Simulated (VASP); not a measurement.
# LaHg (Pm-3m) in VASP: notebook, part 2 of 2

VASP 6.6.1. The steps go on from the part before.

### 4 Electric field gradients, LDA

This run uses another cell than the first one, of 28.25 Å³/atom, 0.943 times its volume.

INCAR reads:

```
PREC = Accurate
ENCUT = 520
EDIFF = 1E-8
ISMEAR = -1
SIGMA = 0.08
LREAL = F
LASPH = T
NELM = 60
ALGO = Normal
ISIF = 2
LWAVE = F
LCHARG = F
GGA = CA
LEFG = T
NBANDS = 18
```

KPOINTS reads:

```
regular mesh
0
Gamma
  11 11 11
```

POSCAR reads:

```
LaHg
1.0
    3.8370000000      0.0000000000      0.0000000000
    0.0000000000      3.8370000000      0.0000000000
    0.0000000000      0.0000000000      3.8370000000
La Hg
1 1
Direct
    0.5000000000      0.5000000000      0.5000000000
    0.0000000000      0.0000000000      0.0000000000
```

Potentials or basis: VASP PAW LDA potentials, release 64 (La, Hg).

The run is started by

```bash
$ cat potpaw_LDA.64/La/POTCAR potpaw_LDA.64/Hg/POTCAR > POTCAR
$ mpirun -np 1 vasp_std > vasp.out
```

OUTCAR:

```text
PREC = Accurate
   ENCUT = 520
   EDIFF = 1E-8
   ISMEAR = -1
   LREAL = F
   LASPH = T
   NELM = 60
   ISIF = 2
   GGA = CA

 ion  position               nearest neighbor table
   1  0.500  0.500  0.500-   2 3.32   2 3.32   2 3.32   2 3.32   2 3.32   2 3.32   2 3.32   2 3.32

   2  0.000  0.000  0.000-   1 3.32   1 3.32   1 3.32   1 3.32   1 3.32   1 3.32   1 3.32   1 3.32

  LATTYP: Found a simple cubic cell.
 ALAT       =     3.8370000000

  Lattice vectors:

 A1 = (   3.8370000000,   0.0000000000,   0.0000000000)
 A2 = (   0.0000000000,   3.8370000000,   0.0000000000)
 A3 = (   0.0000000000,   0.0000000000,   3.8370000000)

Analysis of symmetry for initial positions (statically):
=====================================================================
 Subroutine PRICEL returns:
 Original cell was already a primitive cell.

 Routine SETGRP: Setting up the symmetry group for a
 simple cubic supercell.

 Subroutine GETGRP returns: Found 48 space group operations
 (whereof 48 operations were pure point group operations)
 out of a pool of 48 trial point group operations.

The static configuration has the point symmetry O_h .

Analysis of symmetry for dynamics (positions and initial velocities):
=====================================================================
 Subroutine PRICEL returns:
 Original cell was already a primitive cell.

 Routine SETGRP: Setting up the symmetry group for a
 simple cubic supercell.

 Subroutine GETGRP returns: Found 48 space group operations
 (whereof 48 operations were pure point group operations)
 out of a pool of 48 trial point group operations.

The dynamic configuration has the point symmetry O_h .

 Subroutine INISYM returns: Found 48 space group operations
 (whereof 48 operations are pure point group operations),
[... 148 lines left out ...]
 fundamental gap:      0.0136303664
 Fermi energy:         6.6154960451

 k-point     1 :       0.0000    0.0000    0.0000
  band No.  band energies     occupation
      1     -26.3139      2.00000
      2      -9.7781      2.00000
      3      -9.7781      2.00000
      4      -9.7781      2.00000
      5      -1.0445      2.00000
      6      -1.0445      2.00000
[... 481 lines left out ...]
      5      -0.9248      2.00000
      6      -0.7343      2.00000
[... 10 lines left out ...]
     17       8.1834      0.00000
     18       8.2532      0.00000

 [... further k-points ...]
[... 5 lines left out ...]
  --------------------------------------------------------------------------------------
  -------------------------------------------------------------------------------------
  Total       -0.6093482     -0.6093482     -0.6093482     -0.0000000     -0.0000000     -0.0000000
  in kB      -17.2822682    -17.2822682    -17.2822682     -0.0000000     -0.0000000     -0.0000000
  external PRESSURE =     -17.2822682 kB  Pullay stress =       0.0000000 kB

 VOLUME and BASIS-vectors are now :
 -----------------------------------------------------------------------------
  energy-cutoff  :      520.00
  volume of cell :       56.49
      direct lattice vectors                 reciprocal lattice vectors
     3.837000000  0.000000000  0.000000000     0.260620276  0.000000000  0.000000000
     0.000000000  3.837000000  0.000000000     0.000000000  0.260620276  0.000000000
     0.000000000  0.000000000  3.837000000     0.000000000  0.000000000  0.260620276

 POSITION                                       TOTAL-FORCE (eV/Angst)
 -----------------------------------------------------------------------------------
      1.91850      1.91850      1.91850         0.000000      0.000000      0.000000
      0.00000      0.00000      0.00000         0.000000      0.000000      0.000000
 -----------------------------------------------------------------------------------
    total drift:                                0.000000     -0.000000     -0.000000

  FREE ENERGIE OF THE ION-ELECTRON SYSTEM (eV)
  ---------------------------------------------------
  free  energy   TOTEN  =        -7.6900666124 eV

  energy  without entropy=       -7.6323414110  energy(sigma->0) =       -7.66120401

 Electric field gradients (V/A^2)
---------------------------------------------------------------------
 ion       V_xx      V_yy      V_zz      V_xy      V_xz      V_yz
---------------------------------------------------------------------
   1      -0.000    -0.000    -0.000    -0.000     0.000     0.000
   2      -0.000    -0.000    -0.000    -0.000     0.000     0.000
---------------------------------------------------------------------

 Electric field gradients after diagonalization (V/A^2)
 (convention: |V_zz| > |V_xx| > |V_yy|)
----------------------------------------------------------------------
 ion       V_xx      V_yy      V_zz     asymmetry (V_yy - V_xx)/ V_zz
----------------------------------------------------------------------
   1      -0.000    -0.000    -0.000      -0.246
   2      -0.000    -0.000    -0.000      -0.386
----------------------------------------------------------------------

           NMR quadrupolar parameters

 Cq : quadrupolar parameter    Cq=e*Q*V_zz/h
 eta: asymmetry parameters     (V_yy - V_xx)/ V_zz
 Q  : nuclear electric quadrupole moment in mb (millibarn)
----------------------------------------------------------------------
 ion       Cq(MHz)       eta       Q (mb)
----------------------------------------------------------------------
   1      -0.000      -0.246       1.000
   2      -0.000      -0.386       1.000
----------------------------------------------------------------------
```

OSZICAR:

```text
N       E                     dE             d eps       ncg     rms          rms(c)
DAV:   1     0.200302665324E+03    0.20030E+03   -0.96239E+03  2088   0.186E+03
DAV:   2     0.181901564291E+02   -0.18211E+03   -0.16835E+03  2560   0.269E+02
DAV:   3    -0.635949700531E+01   -0.24550E+02   -0.23502E+02  2806   0.136E+02
DAV:   4    -0.816982277125E+01   -0.18103E+01   -0.17074E+01  3662   0.282E+01
DAV:   5    -0.821995051663E+01   -0.50128E-01   -0.49772E-01  2798   0.422E+00    0.433E+00
DAV:   6    -0.770683078552E+01    0.51312E+00   -0.30408E+00  3286   0.142E+01    0.313E+00
DAV:   7    -0.770083881512E+01    0.59920E-02   -0.14656E-01  3278   0.324E+00    0.168E+00
DAV:   8    -0.769066086784E+01    0.10178E-01   -0.16547E-02  3294   0.113E+00    0.138E-01
DAV:   9    -0.769011055238E+01    0.55032E-03   -0.18885E-03  3668   0.380E-01    0.432E-02
DAV:  10    -0.769007083028E+01    0.39722E-04   -0.26143E-04  3606   0.138E-01    0.229E-02
DAV:  11    -0.769006727882E+01    0.35515E-05   -0.14953E-05  3192   0.320E-02    0.126E-02
DAV:  12    -0.769006659126E+01    0.68756E-06   -0.85746E-06  3430   0.200E-02    0.111E-03
DAV:  13    -0.769006661136E+01   -0.20101E-07   -0.32989E-07  2880   0.409E-03    0.526E-04
DAV:  14    -0.769006661239E+01   -0.10336E-08   -0.27776E-08  2870   0.131E-03
   1 F= -.76900666E+01 E0= -.76612040E+01  d E =-.577252E-01
```

Wall time 57 s (1 thread of Intel Xeon Platinum 8375C at 2.90GHz (Ice Lake), shared host); peak memory 0.21 GiB.

Results:

```
Free energy : -7.6901 eV
Pressure    : -1.7 GPa
```

Levels at points of the mesh, in eV from the Fermi level:
```csv
k point,band 8,band 9,band 10,band 11,band 12,band 13,band 14,band 15
"(0.00, 0.00, 0.00)",-7.22,-7.22,-7.10,-0.05,-0.05,1.37,1.37,1.37
```

Caveat: without QUAD_EFG the Cq values of the log hold for a quadrupole moment of 1 mb, not for the nuclei; spin-orbit coupling is left out, which moves the levels of the heavy elements.
